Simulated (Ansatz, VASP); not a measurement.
AlAs in VASP and in Ansatz

```
Al As
1.0
     0.00000    2.84000    2.84000
     2.84000    0.00000    2.84000
     2.84000    2.84000    0.00000
Al As
1 1
Direct
  0.00000 0.00000 0.00000
  0.25000 0.25000 0.25000
```

Alike in both runs: task relaxation of cell and atoms; functional PBEsol; k mesh 8 × 8 × 8; occupations gaussian, width 0.02 eV; no spin polarisation.

|  | VASP | Ansatz |
| --- | --- | --- |
| version | VASP 6.6.1 | Ansatz 0.2.0 |
| potentials or method | VASP PAW PBE potentials, release 64 (Al, As), cutoff 500 eV | scalar-relativistic, plane waves, PAW |
| valence electrons in the cell | 8 | 18 |

Ansatz gave:

- gap on the k mesh at the Fermi level, each at its own relaxed structure (eV): 1.34
- relaxed volume (Å³/atom): 22.84
- relaxed cell length with the largest relative difference (Å): 4.012

**Question.** What did VASP give for the same quantities?

**Answer.** gap on the k mesh at the Fermi level, each at its own relaxed structure (eV): 1.34; relaxed volume (Å³/atom): 22.93; relaxed cell length with the largest relative difference (Å): 4.018.

VASP's potentials were made for PBE, not for PBEsol, and Ansatz warns of the same on its side. VASP's potentials hold 8 valence electrons a cell and Ansatz's 18, so a difference there can come from the potentials and not from the codes.
